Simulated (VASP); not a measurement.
# Pb (Fd-3m) in VASP: notebook, part 2 of 2

VASP 6.6.1. Earlier steps stand in the parts before.

### 3 Single point, BLYP (53.09 Å³/atom)

This run uses another cell than the first one, of 53.09 Å³/atom.

Contents of INCAR:

```
SYSTEM = Pb
AGGAC = 1.0
AGGAX = 1.0
ALDAC = 0.0
ALDAX = 1.0
ALGO = Normal
EDIFF = 1E-6
ENCUT = 520
GGA = B5
ISIF = 2
ISMEAR = -1
LASPH = .True.
LCHARG = .False.
LREAL = .False.
LWAVE = .False.
NBANDS = 21
NELM = 80
PREC = Accurate
SIGMA = 0.1
```

Contents of KPOINTS:

```
k-points
0
Gamma
  9 9 9
  0 0 0
```

Contents of POSCAR:

```
Pb
1.0
    0.0000000000      3.7584238025      3.7584238025
    3.7584238025      0.0000000000      3.7584238025
    3.7584238025      3.7584238025      0.0000000000
Pb
2
Direct
    0.1250000000      0.1250000000      0.1250000000
    0.8750000000      0.8750000000      0.8750000000
```

Potentials or basis: VASP PAW PBE potentials, release 64 (Pb_d).

Run with:

```sh
cat potpaw_PBE.64/Pb_d/POTCAR > POTCAR
mpirun -np 1 vasp_std > vasp.out
```

OUTCAR:

```text
SYSTEM = Pb
   EDIFF = 1E-6
   ENCUT = 520
   GGA = B5
   ISIF = 2
   ISMEAR = -1
   LASPH = .True.
   LREAL = .False.
   NELM = 80
   PREC = Accurate

 ion  position               nearest neighbor table
   1  0.125  0.125  0.125-   2 3.25   2 3.25   2 3.25   2 3.25
   2  0.875  0.875  0.875-   1 3.25   1 3.25   1 3.25   1 3.25

  LATTYP: Found a face centered cubic cell.
 ALAT       =     7.5168476050

  Lattice vectors:

 A1 = (   0.0000000000,   3.7584238025,   3.7584238025)
 A2 = (   3.7584238025,   0.0000000000,   3.7584238025)
 A3 = (   3.7584238025,   3.7584238025,   0.0000000000)

Analysis of symmetry for initial positions (statically):
=====================================================================
 Subroutine PRICEL returns:
 Original cell was already a primitive cell.

 Routine SETGRP: Setting up the symmetry group for a
 face centered cubic supercell.

 Subroutine GETGRP returns: Found 48 space group operations
 (whereof 12 operations were pure point group operations)
 out of a pool of 48 trial point group operations.

The static configuration has the point symmetry D_3d.
 The point group associated with its full space group is O_h .

Analysis of symmetry for dynamics (positions and initial velocities):
=====================================================================
 Subroutine PRICEL returns:
 Original cell was already a primitive cell.

 Routine SETGRP: Setting up the symmetry group for a
 face centered cubic supercell.

 Subroutine GETGRP returns: Found 48 space group operations
 (whereof 12 operations were pure point group operations)
 out of a pool of 48 trial point group operations.

The dynamic configuration has the point symmetry D_3d.
 The point group associated with its full space group is O_h .

 Subroutine INISYM returns: Found 48 space group operations
 (whereof 12 operations are pure point group operations),
 and found     1 'primitive' translations

----------------------------------------------------------------------------------------

                                     Primitive cell

  volume of cell :     106.1811

  direct lattice vectors                    reciprocal lattice vectors
     0.000000000  3.758423802  3.758423802    -0.133034492  0.133034492  0.133034492
     3.758423802  0.000000000  3.758423802     0.133034492 -0.133034492  0.133034492
     3.758423802  3.758423802  0.000000000     0.133034492  0.133034492 -0.133034492

  length of vectors
     5.315213915  5.315213915  5.315213915     0.230422499  0.230422499  0.230422499

  position of ions in fractional coordinates (direct lattice)
     0.125000000  0.125000000  0.125000000
     0.875000000  0.875000000  0.875000000

  ion indices of the primitive-cell ions
   primitive index   ion index
                 1           1
                 2           2

----------------------------------------------------------------------------------------

 KPOINTS: k-points

Automatic generation of k-mesh.
 Grid dimensions read from file:
 generate k-points for:    9    9    9

 Generating k-lattice:

  Cartesian coordinates                     Fractional coordinates (reciprocal lattice)
    -0.014781610  0.014781610  0.014781610     0.111111111  0.000000000  0.000000000
     0.014781610 -0.014781610  0.014781610     0.000000000  0.111111111  0.000000000
     0.014781610  0.014781610 -0.014781610     0.000000000  0.000000000  0.111111111

  Length of vectors
     0.025602500  0.025602500  0.025602500

  Shift w.r.t. Gamma in fractional coordinates (k-lattice)
     0.000000000  0.000000000  0.000000000

 Subroutine IBZKPT returns following result:
 ===========================================

 Found     35 irreducible k-points:

 Following reciprocal coordinates:
            Coordinates               Weight
  0.000000  0.000000  0.000000      1.000000
  0.111111  0.000000  0.000000      8.000000
  0.222222  0.000000  0.000000      8.000000
  0.333333  0.000000  0.000000      8.000000
  0.444444  0.000000  0.000000      8.000000
  0.111111  0.111111  0.000000      6.000000
[... 16 lines left out ...]
 -0.333333  0.333333  0.000000     12.000000
  0.444444  0.444444  0.000000      6.000000
 [... further k-points ...]
   k-points           NKPTS =     35   k-points in BZ     NKDIM =     35   number of bands    NBANDS=     21
   number of dos      NEDOS =    301   number of ions     NIONS =      2
   total plane-waves  NPLWV =  64000
   dimension x,y,z NGX =    40 NGY =   40 NGZ =   40
   dimension x,y,z NGXF=    80 NGYF=   80 NGZF=   80
   ions per type =               2
   NGX,Y,Z   is equivalent  to a cutoff of  12.51, 12.51, 12.51 a.u.
   NGXF,Y,Z  is equivalent  to a cutoff of  25.02, 25.02, 25.02 a.u.
 SYSTEM =  Pb
   PREC   = accura    normal or accurate (medium, high low for compatibility)
   ISTART =      0    job   : 0-new  1-cont  2-samecut
   ICHARG =      2    charge: 1-file 2-atom 10-const
   ISPIN  =      1    spin polarized calculation?
   LNONCOLLINEAR =      F non collinear calculations
   LSORBIT =      F    spin-orbit coupling
   LASPH  =      T    aspherical Exc in radial PAW
   ENCUT  =  520.0 eV  38.22 Ry    6.18 a.u.   9.88  9.88  9.88*2*pi/ulx,y,z
   NELM   =     80;   NELMIN=  2; NELMDL= -5     # of ELM steps
   EDIFF  = 0.1E-05   stopping-criterion for ELM
   LREAL  =      F    real-space projection
   EDIFFG = 0.1E-04   stopping-criterion for IOM
   NSW    =      0    number of steps for IOM
   IBRION =     -1    ionic relax: 0-MD 1-quasi-New 2-CG
   NFREE  =      0    steps in history (QN), initial steepest desc. (CG)
   ISIF   =      2    stress and relaxation
   ISYM   =      2    0-nonsym 1-usesym 2-fastsym
   POTIM  = 0.5000    time-step for ionic-motion
   TEBEG  =    0.0;   TEEND  =   0.0 temperature during run
   PSTRESS=    0.0 pullay stress
   NELECT =      28.0000    total number of electrons
   NUPDOWN=      -1.0000    fix difference up-down
   EMIN   =  10.00;   EMAX   =-10.00  energy-range for DOS
   EFERMI =   0.00;   METHOD = LEGACY
   ISMEAR =    -1;   SIGMA  =   0.10  broadening in eV -4-tet -1-fermi 0-gaus
   EFERMI_NEDOS =   21; number of points for ismear=-14 and -15
   IALGO  =     38    algorithm
   IMIX   =      4    mixing-type and parameters
     AMIX     =   0.40;   BMIX     =  1.00
     AMIX_MAG =   1.60;   BMIX_MAG =  1.00
  volume/ion in A,a.u.               =      53.09       358.27
  Fermi-wavevector in a.u.,A,eV,Ry     =   1.049813  1.983858 14.995068  1.102106
  Thomas-Fermi vector in A             =   2.184790
   LORBIT       =      0    0 simple, 1 ext, 2 COOP (PROOUT), +10 PAW based schemes
   GGA     = B5    functional components
   LHFCALC =     F    Hartree Fock is set to
   AEXX    =    0.0000 exact exchange contribution
   IVDW    =     0    specifies the selected vdW correction
   LEPSILON=     F    determine dielectric tensor
   LRPA    =     F    only Hartree local field effects (RPA)
 non-spin polarized calculation
  energy-cutoff  :      520.00
  volume of cell :      106.18
 maximum number of plane-waves:      2876
   NGX = 19   NGY = 19   NGZ = 19

 number of electron      28.0000005 magnetization

 Free energy of the ion-electron system (eV)
  ---------------------------------------------------
  ext. energy  EPLUGINS =         0.00000000
  ---------------------------------------------------
  free energy    TOTEN  =        -5.57185860 eV

  energy without entropy =       -5.53805090  energy(sigma->0) =       -5.55495475

 E-fermi :   2.6313     XC(G=0):  -6.8543

 val. band max:        2.6027385032   @ k =   0.1111   0.1111   0.0000
 cond. band min:       2.7337896627   @ k =  -0.4444   0.1111   0.0000
 fundamental gap:      0.1310511595
 Fermi energy:         2.6312576602

 k-point     1 :       0.0000    0.0000    0.0000
  band No.  band energies     occupation
      1     -14.1541      2.00000
      2     -14.1541      2.00000
      3     -14.1541      2.00000
      4     -14.1100      2.00000
      5     -14.1100      2.00000
      6     -13.8987      2.00000
[... 13 lines left out ...]
     20      10.3358      0.00000
     21      10.3369      0.00000
[... 529 lines left out ...]
 k-point    24 :       0.4444    0.4444    0.0000
  band No.  band energies     occupation
      1     -14.1891      2.00000
      2     -14.1891      2.00000
      3     -14.1130      2.00000
      4     -14.0726      2.00000
      5     -14.0218      2.00000
      6     -13.9851      2.00000
[... 13 lines left out ...]
     20      10.1871      0.00000
     21      11.9770      0.00000

 [... further k-points ...]

------------------------ aborting loop because EDIFF is reached ----------------------------------------

  FORCE on cell =-STRESS in cart. coord.  units (eV):
  Direction    XX          YY          ZZ          XY          YZ          ZX
  --------------------------------------------------------------------------------------
  -------------------------------------------------------------------------------------
  Total       -1.1604360     -1.1604360     -1.1604360     -0.0000000     -0.0000000     -0.0000000
  in kB      -17.5099341    -17.5099341    -17.5099341     -0.0000000     -0.0000000     -0.0000000
  external PRESSURE =     -17.5099341 kB  Pullay stress =       0.0000000 kB

 VOLUME and BASIS-vectors are now :
 -----------------------------------------------------------------------------
  energy-cutoff  :      520.00
  volume of cell :      106.18
      direct lattice vectors                 reciprocal lattice vectors
     0.000000000  3.758423802  3.758423802    -0.133034492  0.133034492  0.133034492
     3.758423802  0.000000000  3.758423802     0.133034492 -0.133034492  0.133034492
     3.758423802  3.758423802  0.000000000     0.133034492  0.133034492 -0.133034492

 POSITION                                       TOTAL-FORCE (eV/Angst)
 -----------------------------------------------------------------------------------
      0.93961      0.93961      0.93961        -0.000000     -0.000000     -0.000000
      6.57724      6.57724      6.57724         0.000000      0.000000      0.000000
 -----------------------------------------------------------------------------------
    total drift:                                0.000000      0.000000     -0.000000

  FREE ENERGIE OF THE ION-ELECTRON SYSTEM (eV)
  ---------------------------------------------------
  free  energy   TOTEN  =        -5.5718585963 eV

  energy  without entropy=       -5.5380509044  energy(sigma->0) =       -5.55495475
```

It took 85 s on 1 thread of Intel Xeon 6455B, shared host; peak memory 0.26 GiB.

What came out:

| Property | Result |
| --- | --- |
| Free energy | -5.5719 eV |
| Pressure | -1.8 GPa |
| Band gap on the k mesh | zero (bands 14 and 15 overlap by 0.78 eV) |

Caveat: the PAW data sets were made with another functional, which shifts forces and pressure a little; spin-orbit coupling is left out, which moves the levels of the heavy elements.

### 4 Single point, BLYP

This run uses another cell than the first one, of 47.40 Å³/atom.

Contents of INCAR:

```
PREC = Accurate ; ENCUT = 520
EDIFF = 1E-6 ; ISMEAR = -1
SIGMA = 0.1 ; LREAL = False
LASPH = True ; NELM = 80
ALGO = Normal ; ISIF = 2
LWAVE = False ; LCHARG = False
GGA = B5 ; ALDAX = 1.0
AGGAX = 1.0 ; AGGAC = 1.0
ALDAC = 0.0 ; NBANDS = 21
```

Contents of KPOINTS:

```
Automatic mesh
0
Gamma
  12 12 12
```

Contents of POSCAR:

```
Pb
1.0
    0.0000000000      3.6190929915      3.6190929915
    3.6190929915      0.0000000000      3.6190929915
    3.6190929915      3.6190929915      0.0000000000
Pb
2
Direct
    0.1250000000      0.1250000000      0.1250000000
    0.8750000000      0.8750000000      0.8750000000
```

Run with:

```sh
cat potpaw_PBE.64/Pb_d/POTCAR > POTCAR
mpirun -np 1 vasp_std > vasp.out
```

Wall time 2.5 min (1 thread of Intel Xeon 6455B, shared host); peak memory 0.3 GiB.

Results (log left out):

```
Free energy            : -5.6356 eV
Pressure               : 0.1 GPa
Band gap on the k mesh : zero (bands 14 and 15 overlap by 0.93 eV)
```

Levels at points of the mesh, in eV from the Fermi level:
```csv
k point,band 10,band 11,band 12,band 13,band 14,band 15,band 16,band 17,band 18,band 19
"(0.00, 0.00, 0.00)",-16.52,-10.32,-4.75,0.38,0.38,0.38,2.30,2.30,2.30,4.34
"(0.50, 0.00, 0.00)",-16.47,-9.26,-6.97,-0.88,-0.55,-0.55,3.34,3.34,5.63,6.16
"(0.50, 0.50, 0.00)",-16.45,-8.18,-8.18,-1.54,-1.54,1.00,1.00,6.20,6.20,7.53
```

Caveat: the PAW data sets were made with another functional, which shifts forces and pressure a little; spin-orbit coupling is left out, which moves the levels of the heavy elements.

### 5 The runs side by side

```csv
cell,k mesh,gap on the mesh (eV),pressure (GPa)
"a = 5.251 Å, angles 60.0°, 2 atoms",9 × 9 × 9,none,-1.3
"a = 5.315 Å, angles 60.0°, 2 atoms",9 × 9 × 9,none,-1.8
"a = 5.118 Å, angles 60.0°, 2 atoms",12 × 12 × 12,none,0.1
```

Alike in all rows: task single point; level BLYP; potentials or basis VASP PAW PBE potentials, release 64 (Pb_d); no spin polarisation; cutoff (eV) 520; smearing fermi-dirac 0.1 eV.

Caveats: the PAW data sets were made with another functional, which shifts forces and pressure a little; spin-orbit coupling is left out, which moves the levels of the heavy elements.

Total energies depend on the potentials used, so only differences within one code and one set of settings carry meaning.
